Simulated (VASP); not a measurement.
A run of VASP 6.6.1:

INCAR

```
PREC = Accurate
ENCUT = 520
EDIFF = 1E-6
ISMEAR = -1
SIGMA = 0.3447
LREAL = Auto
LASPH = T
NELM = 100
ALGO = Normal
ISIF = 2
LWAVE = F
LCHARG = T
GGA = PE
LELF = T
LVHAR = T
NBANDS = 61
ISYM = 0
```

File KPOINTS:

```
Automatic mesh
0
Gamma
  1 1 1
  0.25 0.25 0.25
```

Contents of POSCAR:

```
BAs3
1.0
    7.1150020000      0.1216840000     -0.0762260000
    0.1216840000      7.4579790000      0.0655730000
   -0.0762260000      0.0655730000      7.5605040000
B As
5 15
Direct
   -0.0051759986      0.4969208004      0.8949711377
    0.2472435859      0.5522861435      0.4632539485
    0.9342049872      0.5128339393      0.1286573818
    0.3392461917      0.3778426282      0.5347746798
    0.0584443407      0.6015576091      0.3090485821
    0.6636666736      0.4267896071      0.1934402496
    0.9825792825      0.3332906940      0.4516924027
    0.6051319395      0.9565991268      0.1322484206
    0.7394701868      0.6496658673     -0.0715398981
    1.0949220888      0.2908417857      0.7251547202
    0.5887890005      0.3666397580      0.5713812679
    0.1794033664      1.0207173769      0.8763320144
    0.3804691187      0.7480467856      0.0339892641
    0.9743732410      0.8623571314      0.3022278978
    0.2930319594      0.3517103225      0.2142116390
    0.1914504678      0.7641825969      0.5751876803
    0.3253327593      0.9840759932      0.3012690688
    0.8313630698      0.6677497465      0.5405552497
    0.6610648261      0.8827724301      0.7167087394
    0.6141116611      0.2116864550      0.9038064605
```

Potentials or basis: VASP PAW PBE potentials, release 64 (B, As).

Launch:

```sh
$ cat potpaw_PBE.64/B/POTCAR potpaw_PBE.64/As/POTCAR > POTCAR
$ mpirun -np 1 vasp_std > vasp.out
```

Hardware: 1 thread of Intel Xeon 8259CL (shared host).

**Question.** How long does it take, and how much memory?

**Answer.** Run time: 2.7 min on 1 thread of Intel Xeon 8259CL (shared host), peak memory 0.38 GiB. Counts: scf iterations 16, k points 1.
